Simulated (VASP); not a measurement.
## InP: single point with PBE

Crystal: InP.

```xyz
8
Lattice="5.9601 0.0000 0.0000 0.0000 -5.9601 0.0000 0.0000 0.0000 -5.9601" Properties=species:S:1:pos:R:3 pbc="T T T"
In    0.0000   -2.9800   -2.9800
In    2.9800    0.0000   -2.9800
In    2.9800   -2.9800    0.0000
In    0.0000    0.0000    0.0000
P     4.4701   -4.4701   -4.4701
P     1.4900   -1.4900   -4.4701
P     1.4900   -4.4701   -1.4900
P     4.4701   -1.4900   -1.4900
```

- Program: VASP 6.6.1
- Task: single point
- Functional: PBE
- Potentials or basis: VASP PAW PBE potentials, release 64 (In_d, P)
- Cutoff: 520 eV
- k mesh: 4 × 4 × 4
- Occupations: gaussian, width 0.05 eV
- Spin: no spin polarisation
- Dipole correction: no
- Further INCAR settings: ALGO = Normal; EDIFF = 1e-06; NBANDS = 46

```json
{
 "Pressure": "-0.1 GPa",
 "Band gap on the k mesh": "0.44 eV"
}
```

Levels at points of the mesh, in eV from the valence-band top:
| k point | band 34 | band 35 | band 36 | band 37 | band 38 | band 39 |
| --- | --- | --- | --- | --- | --- | --- |
| (0.00, 0.00, 0.00) | 0.00 | 0.00 | 0.00 | 0.44 | 1.85 | 1.85 |
| (0.50, 0.00, 0.00) | -1.30 | -1.30 | -1.30 | 2.52 | 2.52 | 2.99 |
| (0.50, 0.50, 0.00) | -0.95 | -0.95 | -0.95 | 2.88 | 2.88 | 2.88 |
| (0.50, 0.50, 0.50) | -0.90 | -0.90 | -0.90 | 1.38 | 1.38 | 1.38 |

Wall time 54 s on 1 thread of Intel(R) Xeon(R) 6975P-C (Granite Rapids), with other jobs on the host, peak memory 0.36 GiB.

Caveat: spin-orbit coupling is left out, which moves the levels of the heavy elements. A hybrid or GW would open this gap; PBE tends to underestimate it.
